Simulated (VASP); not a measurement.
Na2ZnSb: single point with r2SCAN

Na2ZnSb:

```
CELL_PARAMETERS angstrom
4.84982 3.91470 0.00000
4.84982 -3.91470 0.00000
0.00000 0.00000 -5.80383
ATOMIC_POSITIONS crystal
Sb 0.76858 0.23142 0.75000
Sb 0.23142 0.76858 0.25000
Zn 0.50000 0.50000 0.00000
Zn 0.50000 0.50000 0.50000
Na 0.31534 0.03424 0.75000
Na 0.68466 0.96576 0.25000
Na 0.03424 0.31534 0.25000
Na 0.96576 0.68466 0.75000
```

- Program: VASP 6.6.1
- Task: single point
- Functional: r2SCAN
- Potentials or basis: VASP PAW PBE potentials, release 64 (Sb, Zn, Na_pv)
- Cutoff: 520 eV
- k mesh: 3 × 3 × 3
- Occupations: fermi-dirac, width 0.1 eV
- Spin: no spin polarisation

- Pressure: -0.4 GPa
- Largest force: 1.018 eV/Å
- Band gap on the k mesh: zero (bands 31 and 32 overlap by 1.46 eV)

Forces on the atoms (eV/Å):
```
Sb   0.000  1.018  0.000
Sb   0.000 -1.018  0.000
Zn   0.000  0.000  0.000
Zn   0.000  0.000  0.000
Na   0.044  0.093  0.000
Na  -0.044 -0.093  0.000
Na   0.044 -0.093  0.000
Na  -0.044  0.093  0.000
```

Stress tensor (GPa, compression positive):
```
-1.83  0.00  0.00
 0.00  1.87  0.00
 0.00  0.00 -1.33
```

Levels at points of the mesh, in eV from the Fermi level:
| k point | band 28 | band 29 | band 30 | band 31 | band 32 | band 33 | band 34 | band 35 |
| --- | --- | --- | --- | --- | --- | --- | --- | --- |
| (0.00, 0.00, 0.00) | -2.72 | -2.70 | -2.53 | -1.27 | -0.85 | -0.83 | 0.94 | 1.54 |

It took 3 min on 1 thread of AMD EPYC 9R45 96-Core Processor (Zen 5), with other jobs on the host, peak memory 0.37 GiB.

Caveat: the k points lie up to 0.36 Å⁻¹ apart, too coarse for converged energies and pressures of a metal; the PAW data sets were made with another functional, which shifts forces and pressure a little; spin-orbit coupling is left out, which moves the levels of the heavy elements.
